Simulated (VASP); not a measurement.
Here is a VASP 6.6.1 calculation.

File INCAR:

```
SYSTEM = Rh
ALGO     = Fast           ! electronic algorithm
EDIFF    = 1E-7           ! SCF threshold, eV
ENCUT    = 520            ! plane-wave cutoff, eV
GGA      = PS             ! functional
ISIF     = 2              ! what is computed and relaxed
ISMEAR   = 0              ! smearing method
LASPH    = .True.         ! aspherical terms in the spheres
LCHARG   = .False.        ! write CHGCAR
LREAL    = .False.        ! projectors in reciprocal space
LWAVE    = .False.        ! write WAVECAR
NBANDS   = 22             ! bands
NELM     = 60             ! most SCF steps
PREC     = Accurate       ! precision mode
SIGMA    = 0.1            ! smearing width, eV
```

File KPOINTS:

```
k-points
0
Gamma
  12 12 4
  0 0 0
```

The input POSCAR:

```
Rh
1.0
    2.6824015966      0.0000000000      0.0000000000
   -1.3412007983      2.3230279258      0.0000000000
    0.0000000000      0.0000000000      4.3380718976
Rh
2
Direct
    0.6666666667      0.3333333333      0.7500000000
    0.3333333333      0.6666666667      0.2500000000
```

Potentials or basis: VASP PAW PBE potentials, release 64 (Rh_pv).

Launch:

```bash
$ cat potpaw_PBE.64/Rh_pv/POTCAR > POTCAR
$ mpirun -np 1 vasp_std > vasp.out
```

Q: What does it give for the pressure?

A: 0.2 GPa.

Q: What does it give for the band gap on the k mesh?

A: Zero (band 15 reaches 12.82 eV, above the bottom of band 16 at 10.32 eV).

Caveat: the k points lie up to 0.36 Å⁻¹ apart; the PAW data sets were made with another functional, which shifts forces and pressure a little.
